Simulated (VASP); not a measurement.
# Br (Pm-3m) in VASP: notebook, part 2 of 2

VASP 6.6.1. The steps go on from the part before.

### Step 3. Single point, r2SCAN

This run uses another cell than the first one, of 34.99 Å³/atom, 1.025 times its volume.

Contents of POSCAR:

```
Br
1.0
    4.7171122869      0.0000000000      0.0000000000
    0.0000000000      4.7171122869      0.0000000000
    0.0000000000      0.0000000000      4.7171122869
Br
3
Direct
    0.5000000000      0.0000000000      0.0000000000
    0.0000000000      0.5000000000      0.0000000000
    0.0000000000      0.0000000000      0.5000000000
```

Contents of INCAR.step1:

```
PREC = Accurate
ENCUT = 520
ISMEAR = 0
SIGMA = 0.15
LREAL = False
LASPH = True
NELM = 60
NBANDS = 18
GGA = PE
ALGO = Normal
EDIFF = 1E-4
LWAVE = True
LCHARG = False
```

Contents of INCAR.step2:

```
PREC = Accurate
ENCUT = 520
EDIFF = 1E-6
ISMEAR = 0
SIGMA = 0.15
LREAL = False
LASPH = True
NELM = 60
ALGO = Normal
ISIF = 2
LWAVE = False
LCHARG = False
METAGGA = R2SCAN
LMIXTAU = True
NBANDS = 18
ISTART = 1
```

Contents of KPOINTS:

```
Automatic mesh
0
Gamma
  5 5 5
```

Potentials or basis: VASP PAW PBE potentials, release 64 (Br).

Run with:

```
$ cat potpaw_PBE.64/Br/POTCAR > POTCAR
$ cp INCAR.step1 INCAR
$ mpirun -np 1 vasp_std > vasp.out
$ cp INCAR.step2 INCAR
$ mpirun -np 1 vasp_std > vasp.out
```

OUTCAR:

```text
PREC = Accurate
   ENCUT = 520
   EDIFF = 1E-6
   ISMEAR = 0
   LREAL = False
   LASPH = True
   NELM = 60
   ISIF = 2
   METAGGA = R2SCAN
   ISTART = 1

 ion  position               nearest neighbor table
   1  0.500  0.000  0.000-
   2  0.000  0.500  0.000-
   3  0.000  0.000  0.500-

  LATTYP: Found a simple cubic cell.
 ALAT       =     4.7171122869

  Lattice vectors:

 A1 = (   4.7171122869,   0.0000000000,   0.0000000000)
 A2 = (   0.0000000000,   4.7171122869,   0.0000000000)
 A3 = (   0.0000000000,   0.0000000000,   4.7171122869)

Analysis of symmetry for initial positions (statically):
=====================================================================
 Subroutine PRICEL returns:
 Original cell was already a primitive cell.

 Routine SETGRP: Setting up the symmetry group for a
 simple cubic supercell.

 Subroutine GETGRP returns: Found 48 space group operations
 (whereof 48 operations were pure point group operations)
 out of a pool of 48 trial point group operations.

The static configuration has the point symmetry O_h .

Analysis of symmetry for dynamics (positions and initial velocities):
=====================================================================
 Subroutine PRICEL returns:
 Original cell was already a primitive cell.

 Routine SETGRP: Setting up the symmetry group for a
 simple cubic supercell.

 Subroutine GETGRP returns: Found 48 space group operations
 (whereof 48 operations were pure point group operations)
 out of a pool of 48 trial point group operations.

The dynamic configuration has the point symmetry O_h .

 Subroutine INISYM returns: Found 48 space group operations
 (whereof 48 operations are pure point group operations),
 and found     1 'primitive' translations

----------------------------------------------------------------------------------------

                                     Primitive cell

  volume of cell :     104.9612

  direct lattice vectors                    reciprocal lattice vectors
     4.717112287  0.000000000  0.000000000     0.211994106  0.000000000  0.000000000
     0.000000000  4.717112287  0.000000000     0.000000000  0.211994106  0.000000000
     0.000000000  0.000000000  4.717112287     0.000000000  0.000000000  0.211994106

  length of vectors
     4.717112287  4.717112287  4.717112287     0.211994106  0.211994106  0.211994106

  position of ions in fractional coordinates (direct lattice)
     0.500000000  0.000000000  0.000000000
     0.000000000  0.500000000  0.000000000
     0.000000000  0.000000000  0.500000000

  ion indices of the primitive-cell ions
   primitive index   ion index
                 1           1
                 2           2
                 3           3

----------------------------------------------------------------------------------------

 KPOINTS: Automatic mesh

Automatic generation of k-mesh.
 Grid dimensions read from file:
 generate k-points for:    5    5    5

 Generating k-lattice:

  Cartesian coordinates                     Fractional coordinates (reciprocal lattice)
     0.042398821  0.000000000  0.000000000     0.200000000  0.000000000  0.000000000
     0.000000000  0.042398821  0.000000000     0.000000000  0.200000000  0.000000000
     0.000000000  0.000000000  0.042398821     0.000000000  0.000000000  0.200000000

  Length of vectors
     0.042398821  0.042398821  0.042398821

  Shift w.r.t. Gamma in fractional coordinates (k-lattice)
     0.000000000  0.000000000  0.000000000

 Subroutine IBZKPT returns following result:
 ===========================================

 Found     10 irreducible k-points:

 Following reciprocal coordinates:
            Coordinates               Weight
  0.000000  0.000000  0.000000      1.000000
  0.200000  0.000000  0.000000      6.000000
  0.400000  0.000000  0.000000      6.000000
  0.200000  0.200000  0.000000     12.000000
  0.400000  0.200000  0.000000     24.000000
  0.400000  0.400000  0.000000     12.000000
  0.200000  0.200000  0.200000      8.000000
  0.400000  0.200000  0.200000     24.000000
  0.400000  0.400000  0.200000     24.000000
  0.400000  0.400000  0.400000      8.000000
   k-points           NKPTS =     10   k-points in BZ     NKDIM =     10   number of bands    NBANDS=     18
   number of dos      NEDOS =    301   number of ions     NIONS =      3
   total plane-waves  NPLWV =  46656
   dimension x,y,z NGX =    36 NGY =   36 NGZ =   36
   dimension x,y,z NGXF=    72 NGYF=   72 NGZF=   72
   ions per type =               3
   NGX,Y,Z   is equivalent  to a cutoff of  12.69, 12.69, 12.69 a.u.
   NGXF,Y,Z  is equivalent  to a cutoff of  25.38, 25.38, 25.38 a.u.
 SYSTEM =  unknown system
   PREC   = accura    normal or accurate (medium, high low for compatibility)
   ISTART =      1    job   : 0-new  1-cont  2-samecut
   ICHARG =      0    charge: 1-file 2-atom 10-const
   ISPIN  =      1    spin polarized calculation?
   LNONCOLLINEAR =      F non collinear calculations
   LSORBIT =      F    spin-orbit coupling
   LASPH  =      T    aspherical Exc in radial PAW
   ENCUT  =  520.0 eV  38.22 Ry    6.18 a.u.   8.77  8.77  8.77*2*pi/ulx,y,z
   NELM   =     60;   NELMIN=  2; NELMDL=  0     # of ELM steps
   EDIFF  = 0.1E-05   stopping-criterion for ELM
   LREAL  =      F    real-space projection
   EDIFFG = 0.1E-04   stopping-criterion for IOM
   NSW    =      0    number of steps for IOM
   IBRION =     -1    ionic relax: 0-MD 1-quasi-New 2-CG
   NFREE  =      0    steps in history (QN), initial steepest desc. (CG)
   ISIF   =      2    stress and relaxation
   ISYM   =      2    0-nonsym 1-usesym 2-fastsym
   POTIM  = 0.5000    time-step for ionic-motion
   TEBEG  =    0.0;   TEEND  =   0.0 temperature during run
   PSTRESS=    0.0 pullay stress
   NELECT =      21.0000    total number of electrons
   NUPDOWN=      -1.0000    fix difference up-down
   EMIN   =  10.00;   EMAX   =-10.00  energy-range for DOS
   EFERMI =   0.00;   METHOD = LEGACY
   ISMEAR =     0;   SIGMA  =   0.15  broadening in eV -4-tet -1-fermi 0-gaus
   EFERMI_NEDOS =   21; number of points for ismear=-14 and -15
   IALGO  =     38    algorithm
   IMIX   =      4    mixing-type and parameters
     AMIX     =   0.40;   BMIX     =  1.00
     AMIX_MAG =   1.60;   BMIX_MAG =  1.00
  volume/ion in A,a.u.               =      34.99       236.10
  Fermi-wavevector in a.u.,A,eV,Ry     =   0.957499  1.809411 12.473883  0.916805
  Thomas-Fermi vector in A             =   2.086523
   LORBIT       =      0    0 simple, 1 ext, 2 COOP (PROOUT), +10 PAW based schemes
   METAGGA = R2SCAN    functional components
   LHFCALC =     F    Hartree Fock is set to
   AEXX    =    0.0000 exact exchange contribution
   IVDW    =     0    specifies the selected vdW correction
   LEPSILON=     F    determine dielectric tensor
   LRPA    =     F    only Hartree local field effects (RPA)
 non-spin polarized calculation
 Gauss-broadening in eV      SIGMA  =   0.15
  energy-cutoff  :      520.00
  volume of cell :      104.96
 maximum number of plane-waves:      2854
 NGX is ok and might be reduce to    36
   NGX = 17   NGY = 17   NGZ = 17

 number of electron      21.0000004 magnetization

 Free energy of the ion-electron system (eV)
  ---------------------------------------------------
  ext. energy  EPLUGINS =         0.00000000
  ---------------------------------------------------
  free energy    TOTEN  =       -37.66890235 eV

  energy without entropy =      -37.58327759  energy(sigma->0) =      -37.62608997

 E-fermi :  -0.9061     XC(G=0):  -8.2110

 val. band max:       -0.9437767654   @ k =   0.4000   0.0000   0.0000
 cond. band min:      -0.8500057990   @ k =   0.4000   0.2000   0.0000
 fundamental gap:      0.0937709664
 Fermi energy:        -0.9060836865

 k-point     1 :       0.0000    0.0000    0.0000
  band No.  band energies     occupation
      1     -16.1884      2.00000
      2     -14.6851      2.00000
      3     -14.6851      2.00000
      4      -4.1878      2.00000
      5      -4.1878      2.00000
      6      -4.1878      2.00000
[... 10 lines left out ...]
     17       8.8919      0.00000
     18       8.8919      0.00000
[... 169 lines left out ...]
 k-point    10 :       0.4000    0.4000    0.4000
  band No.  band energies     occupation
      1     -15.2892      2.00000
      2     -15.1342      2.00000
      3     -15.1342      2.00000
      4      -5.2503      2.00000
      5      -3.9736      2.00000
      6      -3.9387      2.00000
[... 10 lines left out ...]
     17      10.8408      0.00000
     18      11.4888      0.00000

------------------------ aborting loop because EDIFF is reached ----------------------------------------

  FORCE on cell =-STRESS in cart. coord.  units (eV):
  Direction    XX          YY          ZZ          XY          YZ          ZX
  --------------------------------------------------------------------------------------
  -------------------------------------------------------------------------------------
  Total       -1.5452988     -1.5452988     -1.5452988      0.0000000      0.0000000     -0.0000000
  in kB      -23.5881785    -23.5881785    -23.5881785      0.0000000      0.0000000     -0.0000000
  external PRESSURE =     -23.5881785 kB  Pullay stress =       0.0000000 kB

 VOLUME and BASIS-vectors are now :
 -----------------------------------------------------------------------------
  energy-cutoff  :      520.00
  volume of cell :      104.96
      direct lattice vectors                 reciprocal lattice vectors
     4.717112287  0.000000000  0.000000000     0.211994106  0.000000000  0.000000000
     0.000000000  4.717112287  0.000000000     0.000000000  0.211994106  0.000000000
     0.000000000  0.000000000  4.717112287     0.000000000  0.000000000  0.211994106

 POSITION                                       TOTAL-FORCE (eV/Angst)
 -----------------------------------------------------------------------------------
      2.35856      0.00000      0.00000         0.000000      0.000000      0.000000
      0.00000      2.35856      0.00000         0.000000      0.000000      0.000000
      0.00000      0.00000      2.35856         0.000000      0.000000      0.000000
 -----------------------------------------------------------------------------------
    total drift:                                0.000000      0.000000     -0.000000

  FREE ENERGIE OF THE ION-ELECTRON SYSTEM (eV)
  ---------------------------------------------------
  free  energy   TOTEN  =       -37.6689023532 eV

  energy  without entropy=      -37.5832775860  energy(sigma->0) =      -37.62608997
```

OUTCAR.step1:

```text
PREC = Accurate
   ENCUT = 520
   ISMEAR = 0
   LREAL = False
   LASPH = True
[... 418 lines left out ...]
      2.35856      0.00000      0.00000         0.000000      0.000000      0.000000
      0.00000      2.35856      0.00000         0.000000      0.000000      0.000000
      0.00000      0.00000      2.35856         0.000000      0.000000      0.000000
 -----------------------------------------------------------------------------------
    total drift:                                0.000000      0.000000     -0.000000

  FREE ENERGIE OF THE ION-ELECTRON SYSTEM (eV)
  ---------------------------------------------------
  free  energy   TOTEN  =        -3.0930988172 eV

  energy  without entropy=       -3.0073297946  energy(sigma->0) =       -3.05021431
```

OSZICAR.step1:

```text
N       E                     dE             d eps       ncg     rms          rms(c)
DAV:   1     0.135099886272E+03    0.13510E+03   -0.83104E+03   360   0.933E+02
DAV:   2     0.680320129423E+01   -0.12830E+03   -0.12547E+03   462   0.178E+02
DAV:   3    -0.301062471328E+01   -0.98138E+01   -0.97396E+01   398   0.554E+01
DAV:   4    -0.311525716108E+01   -0.10463E+00   -0.10457E+00   510   0.671E+00
DAV:   5    -0.311604702378E+01   -0.78986E-03   -0.78982E-03   444   0.588E-01    0.501E+00
DAV:   6    -0.309456502713E+01    0.21482E-01   -0.37584E-02   486   0.787E-01    0.305E+00
DAV:   7    -0.309366297073E+01    0.90206E-03   -0.30540E-02   498   0.778E-01    0.429E-01
DAV:   8    -0.309309560767E+01    0.56736E-03   -0.32059E-03   456   0.243E-01    0.341E-02
DAV:   9    -0.309309881717E+01   -0.32095E-05   -0.57391E-05   344   0.420E-02
   1 F= -.30930988E+01 E0= -.30502143E+01  d E =-.857690E-01
```

Wall time 42 s (1 thread of Intel Xeon Platinum 8488C (Sapphire Rapids), shared host); peak memory 0.2 GiB.

Results:

```yaml
Free_energy: -37.6689 eV
Pressure: -2.4 GPa
```

Caveat: the PAW data sets were made with another functional, which shifts forces and pressure a little; an odd number of electrons without spin polarisation forces a metal; a magnetic or distorted state may lie lower.
